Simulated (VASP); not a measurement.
# FePt (P4/mmm) in VASP: single point with PBE

Aim: the single point of FePt with PBE.

Program: VASP 6.6.1. These are calculated values, not measurements. Logs are shortened: lines on timing, memory, paths and dates and some standing lists are left out, and cuts for length are marked.

**1. The cell of the first run**

The structure is tetragonal, space group P4/mmm (No. 123). Conventional cell: a = 2.722 Å, b = 2.722 Å, c = 3.700 Å, α = 90.00°, β = 90.00°, γ = 90.00°. Within 3.5 Å of Fe (site symmetry 4/mmm) lie 8 Pt at 2.67 Å and 4 Fe at 2.72 Å. Pt (site symmetry 4/mmm) has 8 Fe at 2.67 Å and 4 Pt at 2.72 Å within 3.5 Å.

**2. Single point, PBE, collinear spin, ferromagnetic start**

INCAR reads:

```
PREC     = Accurate       # precision mode
ENCUT    = 520            # plane-wave cutoff, eV
EDIFF    = 1E-6           # SCF threshold, eV
ISMEAR   = 0              # smearing method
SIGMA    = 0.05           # smearing width, eV
LREAL    = F              # projectors in reciprocal space
LASPH    = T              # aspherical terms in the spheres
NELM     = 150            # most SCF steps
ALGO     = Normal         # electronic algorithm
ISIF     = 2              # what is computed and relaxed
LWAVE    = F              # write WAVECAR
LCHARG   = T              # write CHGCAR
ISPIN    = 2              # spin polarisation
MAGMOM   = 2.5 0          # initial moments
LORBIT   = 11             # projections on sites
LMAXMIX  = 4              # l up to which the mixer works
GGA      = PE             # functional
LELF     = T              # ELF
LVHAR    = T            
NBANDS   = 20             # bands
```

KPOINTS reads:

```
regular mesh
0
Gamma
  12 12 10
```

POSCAR reads:

```
FePt
1.0
    2.7216546016      0.0000000000      0.0000000000
    0.0000000000      2.7216546016      0.0000000000
    0.0000000000      0.0000000000      3.7000008167
Fe Pt
1 1
Direct
    0.5000000000      0.5000000000      0.5000000000
    0.0000000000      0.0000000000      0.0000000000
```

Potentials or basis: VASP PAW PBE potentials, release 64 (Fe, Pt).

Run with:

```console
$ cat potpaw_PBE.64/Fe/POTCAR potpaw_PBE.64/Pt/POTCAR > POTCAR
$ mpirun -np 1 vasp_std > vasp.out
```

OUTCAR:

```text
PREC = Accurate
   ENCUT = 520
   EDIFF = 1E-6
   ISMEAR = 0
   LREAL = F
   LASPH = T
   NELM = 150
   ISIF = 2
   ISPIN = 2
   LORBIT = 11
   GGA = PE

 ion  position               nearest neighbor table
   1  0.500  0.500  0.500-   2 2.67   2 2.67   2 2.67   2 2.67   2 2.67   2 2.67   2 2.67   2 2.67

   2  0.000  0.000  0.000-   1 2.67   1 2.67   1 2.67   1 2.67   1 2.67   1 2.67   1 2.67   1 2.67

  LATTYP: Found a simple tetragonal cell.
 ALAT       =     2.7216546016
 C/A-ratio  =     1.3594674411

  Lattice vectors:

 A1 = (   2.7216546016,   0.0000000000,   0.0000000000)
 A2 = (   0.0000000000,   2.7216546016,   0.0000000000)
 A3 = (   0.0000000000,   0.0000000000,   3.7000008167)

Analysis of symmetry for initial positions (statically):
=====================================================================
 Subroutine PRICEL returns:
 Original cell was already a primitive cell.

 Routine SETGRP: Setting up the symmetry group for a
 simple tetragonal supercell.

 Subroutine GETGRP returns: Found 16 space group operations
 (whereof 16 operations were pure point group operations)
 out of a pool of 16 trial point group operations.

The static configuration has the point symmetry D_4h.

Analysis of symmetry for dynamics (positions and initial velocities):
=====================================================================
 Subroutine PRICEL returns:
 Original cell was already a primitive cell.

 Routine SETGRP: Setting up the symmetry group for a
 simple tetragonal supercell.

 Subroutine GETGRP returns: Found 16 space group operations
 (whereof 16 operations were pure point group operations)
 out of a pool of 16 trial point group operations.

The dynamic configuration has the point symmetry D_4h.

Analysis of structural, dynamic, and magnetic symmetry:
=====================================================================
 Subroutine PRICEL returns:
 Original cell was already a primitive cell.

 Routine SETGRP: Setting up the symmetry group for a
 simple tetragonal supercell.

 Subroutine GETGRP returns: Found 16 space group operations
 (whereof 16 operations were pure point group operations)
 out of a pool of 16 trial point group operations.

The overall configuration has the point symmetry D_4h.

[... 114 lines left out ...]
   EFERMI_NEDOS =   21; number of points for ismear=-14 and -15
   IALGO  =     38    algorithm
   IMIX   =      4    mixing-type and parameters
     AMIX     =   0.40;   BMIX     =  1.00
     AMIX_MAG =   1.60;   BMIX_MAG =  1.00
  volume/ion in A,a.u.               =      13.70        92.48
  Fermi-wavevector in a.u.,A,eV,Ry     =   1.423016  2.689110 27.551443  2.024974
  Thomas-Fermi vector in A             =   2.543658
   LORBIT       =     11    0 simple, 1 ext, 2 COOP (PROOUT), +10 PAW based schemes
   GGA     = PE    functional components
   LHFCALC =     F    Hartree Fock is set to
   AEXX    =    0.0000 exact exchange contribution
   IVDW    =     0    specifies the selected vdW correction
   LEPSILON=     F    determine dielectric tensor
   LRPA    =     F    only Hartree local field effects (RPA)
 spin polarized calculation
 Gauss-broadening in eV      SIGMA  =   0.05
  energy-cutoff  :      520.00
  volume of cell :       27.41
 maximum number of plane-waves:       760
   NGX = 11   NGY = 11   NGZ = 13

 number of electron      17.9999998 magnetization       3.2864626

 Free energy of the ion-electron system (eV)
  ---------------------------------------------------
  ext. energy  EPLUGINS =         0.00000000
  ---------------------------------------------------
  free energy    TOTEN  =       -14.79230963 eV

  energy without entropy =      -14.78968080  energy(sigma->0) =      -14.79099522

 E-fermi :   8.7704     XC(G=0): -13.0977

 val. band max:        8.7650565827   @ k =   0.3333   0.3333   0.2000
 cond. band min:       8.7713857930   @ k =   0.5000   0.2500   0.2000
 fundamental gap:      0.0063292103
 Fermi energy:         8.7703668025

 spin component 1

 k-point     1 :       0.0000    0.0000    0.0000
  band No.  band energies     occupation
      1      -0.8499      1.00000
      2       2.3910      1.00000
      3       2.5672      1.00000
      4       5.3156      1.00000
      5       5.3156      1.00000
      6       5.8844      1.00000
[... 541 lines left out ...]
     19      29.7058      0.00000
     20      29.8280      0.00000

 [... further k-points ...]

 spin component 2

 k-point     1 :       0.0000    0.0000    0.0000
  band No.  band energies     occupation
      1      -0.7113      1.00000
      2       2.9692      1.00000
      3       2.9731      1.00000
      4       6.3976      1.00000
      5       6.3976      1.00000
      6       8.0004      1.00000
[... 541 lines left out ...]
     19      30.0917      0.00000
     20      30.1859      0.00000

 [... further k-points ...]

------------------------ aborting loop because EDIFF is reached ----------------------------------------

  FORCE on cell =-STRESS in cart. coord.  units (eV):
  Direction    XX          YY          ZZ          XY          YZ          ZX
  --------------------------------------------------------------------------------------
  -------------------------------------------------------------------------------------
  Total        0.6791022      0.6791022      0.9660914      0.0000000      0.0000000     -0.0000000
  in kB       39.6988486     39.6988486     56.4756124      0.0000000      0.0000000     -0.0000000
  external PRESSURE =      45.2911032 kB  Pullay stress =       0.0000000 kB

 VOLUME and BASIS-vectors are now :
 -----------------------------------------------------------------------------
  energy-cutoff  :      520.00
  volume of cell :       27.41
      direct lattice vectors                 reciprocal lattice vectors
     2.721654602  0.000000000  0.000000000     0.367423552  0.000000000  0.000000000
     0.000000000  2.721654602  0.000000000     0.000000000  0.367423552  0.000000000
     0.000000000  0.000000000  3.700000817     0.000000000  0.000000000  0.270270211

 POSITION                                       TOTAL-FORCE (eV/Angst)
 -----------------------------------------------------------------------------------
      1.36083      1.36083      1.85000         0.000000      0.000000      0.000000
      0.00000      0.00000      0.00000         0.000000      0.000000      0.000000
 -----------------------------------------------------------------------------------
    total drift:                               -0.000000      0.000000      0.000000

  FREE ENERGIE OF THE ION-ELECTRON SYSTEM (eV)
  ---------------------------------------------------
  free  energy   TOTEN  =       -14.7923096337 eV

  energy  without entropy=      -14.7896808024  energy(sigma->0) =      -14.79099522

 total charge

# of ion       s       p       d       tot
------------------------------------------
    1        0.413   0.459   6.129   7.001
    2        0.717   0.674   8.059   9.450
--------------------------------------------------
tot          1.130   1.133  14.187  16.451

 magnetization (x)

# of ion       s       p       d       tot
------------------------------------------
    1        0.005  -0.007   2.919   2.917
    2       -0.026  -0.066   0.436   0.344
--------------------------------------------------
tot         -0.021  -0.073   3.355   3.261
```

Run time: 67 s. Hardware: 1 thread of Intel Xeon 6975P-C (Granite Rapids), shared host; peak memory 0.26 GiB.

What came out:

```yaml
Free_energy: -14.7923 eV
Pressure: 4.5 GPa
Net_moment: 3.29 μB per cell
Site_moments: Fe +2.92; Pt +0.34 μB
Valence_electrons_inside_the_program's_atomic_spheres: Fe 7.00; Pt 9.45
```

Stress tensor (GPa, compression positive):
```
3.97 0.00 0.00
0.00 3.97 0.00
0.00 0.00 5.65
```

Levels at points of the mesh, in eV from the Fermi level:
Spin up:
```
           k point  band 9  band 10  band 11  band 12  band 13  band 14
(0.00, 0.00, 0.00)   -0.51    -0.36    -0.36     2.38     9.96    11.67
(0.50, 0.00, 0.00)   -2.13    -1.63     0.17     2.04    10.57    10.68
(0.50, 0.50, 0.00)   -0.43     0.55     1.61     1.61     7.63    10.11
(0.00, 0.00, 0.50)   -2.17    -2.17    -1.84    -0.84    15.72    15.74
(0.50, 0.00, 0.50)   -0.56    -0.49    -0.48    -0.40     4.76     6.92
(0.50, 0.50, 0.50)   -1.04     0.56     6.91     6.91     7.75     8.39
```
Spin down:
```tsv
k point	band 6	band 7	band 8	band 9	band 10	band 11
(0.00, 0.00, 0.00)	-0.77	-0.76	0.63	1.72	1.72	1.73
(0.50, 0.00, 0.00)	-1.37	-1.15	-0.88	0.55	0.72	2.39
(0.50, 0.50, 0.00)	1.28	1.68	1.74	1.74	1.75	1.80
(0.00, 0.00, 0.50)	-1.91	-1.41	-0.57	0.22	0.46	0.46
(0.50, 0.00, 0.50)	-0.45	-0.40	-0.38	0.92	1.53	1.60
(0.50, 0.50, 0.50)	-1.36	-1.36	0.81	0.96	1.75	7.64
```

Caveat: the cell stands under pressure; spin-orbit coupling is left out, which moves the levels of the heavy elements.
